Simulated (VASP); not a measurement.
A run of VASP 6.6.1:

INCAR

```
  PREC = Accurate
  ENCUT = 520
  EDIFF = 1E-6
  ISMEAR = -1
  SIGMA = 0.08
  LREAL = False
  LASPH = True
  NELM = 150
  ALGO = Normal
  ISIF = 2
  LWAVE = False
  LCHARG = False
  ISPIN = 2
  MAGMOM = 7
  LORBIT = 11
  LMAXMIX = 6
  GGA = PE
  NBANDS = 18
```

KPOINTS

```
Automatic mesh
0
Gamma
  9 9 9
```

The input POSCAR:

```
Eu
1.0
    0.0000000000      2.7893026914      2.7893026914
    2.7893026914      0.0000000000      2.7893026914
    2.7893026914      2.7893026914      0.0000000000
Eu
1
Direct
    0.0000000000      0.0000000000      0.0000000000
```

Potentials or basis: VASP PAW PBE potentials, release 64 (Eu).

Command:

```console
$ cat potpaw_PBE.64/Eu/POTCAR > POTCAR
$ mpirun -np 1 vasp_std > vasp.out
```

Hardware: 1 thread of Intel(R) Xeon(R) Platinum 8488C (Sapphire Rapids), on a shared host.

Problem. Estimate the wall time of this run.

Solution. It took 52 s on 1 thread of Intel(R) Xeon(R) Platinum 8488C (Sapphire Rapids) (shared host), peak memory 0.22 GiB. Counts: scf iterations 17, k points 35.
